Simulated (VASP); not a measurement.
A run of VASP 6.6.1 is set up as follows.

Contents of INCAR:

```
PREC = Accurate
ENCUT = 520
EDIFF = 1E-6
ISMEAR = -1
SIGMA = 0.05
LREAL = False
LASPH = True
NELM = 60
ALGO = Normal
ISIF = 2
LWAVE = False
LCHARG = False
GGA = PE
IBRION = 2
NSW = 80
EDIFFG = -0.02
```

Contents of KPOINTS:

```
Automatic mesh
0
Gamma
  10 10 5
```

The input POSCAR:

```
Mg
1.0
    3.1772070000      0.0000000000      0.0000000000
   -1.5886035000      2.7793353284      0.0000000000
    0.0000000000      0.0000000000      5.2103000000
Mg
2
Direct
    0.6666666667      0.3333333333      0.7500000000
    0.3333333333      0.6666666667      0.2500000000
```

Potentials or basis: VASP PAW PBE potentials, release 64 (Mg).

Run with:

```sh
$ cat potpaw_PBE.64/Mg/POTCAR > POTCAR
$ mpirun -np 1 vasp_std > vasp.out
```

Task: Estimate the band gap on the k mesh.

Result: Zero (bands 2 and 3 overlap by 1.95 eV).

Stress tensor (GPa, compression positive):
```
-0.52  0.00  0.00
 0.00 -0.55  0.00
 0.00  0.00  0.66
```

Caveat: the relaxation stopped at its first step, so nothing moved.
